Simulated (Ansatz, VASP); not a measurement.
**One calculation of Mg2NCl, two programs**

File INCAR:

```
SYSTEM = Mg2NCl
PREC = Accurate
ENCUT = 520
EDIFF = 1E-7
ISMEAR = 0
SIGMA = 0.01
LREAL = .False.
LASPH = .True.
NELM = 60
ALGO = Normal
ISIF = 2
LWAVE = .False.
LCHARG = .False.
GGA = PS
NBANDS = 16
```

The input KPOINTS:

```
regular mesh
0
Gamma
  6 6 6
  0 0 0
```

The input POSCAR:

```
Mg2NCl
1.0
    1.6466125277      0.9506721861      5.9379615109
   -1.6466125277      0.9506721861      5.9379615109
    0.0000000000     -1.9013443722      5.9379615109
Mg N Cl
2 1 1
Direct
    0.2229104120      0.2229104120      0.2229104120
    0.7770895880      0.7770895880      0.7770895880
    0.5000000000      0.5000000000      0.5000000000
    0.0000000000      0.0000000000      0.0000000000
```

Input for Ansatz:

```yaml
crystal:
  lattice:
    - [1.6466125277, 0.9506721861, 5.9379615109]
    - [-1.6466125277, 0.9506721861, 5.9379615109]
    - [0.0, -1.9013443722, 5.9379615109]
  atoms:
    - { symbol: Mg, position: [0.222910412, 0.222910412, 0.222910412] }
    - { symbol: Mg, position: [0.777089588, 0.777089588, 0.777089588] }
    - { symbol: "N", position: [0.5, 0.5, 0.5] }
    - { symbol: Cl, position: [0.0, 0.0, 0.0] }
kpoints:
  mp_grid: { grid: [6, 6, 6] }
hamiltonian:
  xc: pbesol
scf:
  occupations: { method: fixed }
  n_extra_bands: 5
output:
  forces: true
  stress: true
  eigenvalues: true
```

Alike in both runs: task single point; functional PBEsol; k mesh 6 × 6 × 6; no spin polarisation.

|  | VASP | Ansatz |
| --- | --- | --- |
| version | VASP 6.6.1 | Ansatz 0.2.0 |
| potentials or method | VASP PAW PBE potentials, release 64 (Mg, N, Cl) | plane waves, PAW |
| plane-wave cutoff (eV) | 520 | 420 |
| occupations | gaussian, width 0.01 eV | fixed |
| valence electrons in the cell | 16 | 32 |

|  | VASP | Ansatz | Ansatz less VASP |
| --- | --- | --- | --- |
| gap on the k mesh at the Fermi level (eV) | 2.34 | 2.36 | +0.027 |
| pressure (GPa) | -0.6 | -0.3 | +0.23 |
| traceless stress, the component that is largest in VASP (GPa) | 0.16 | 0.23 | +0.074 |
| rms of the force components (eV/Å) | 0.011 | 0.030 | +0.0184 |

VASP's potentials were made for PBE, not for PBEsol. Atom by atom the forces differ by 0.018 eV/Å (rms over components). VASP's potentials hold 16 valence electrons a cell and Ansatz's 32, so a difference there can come from the potentials and not from the codes.
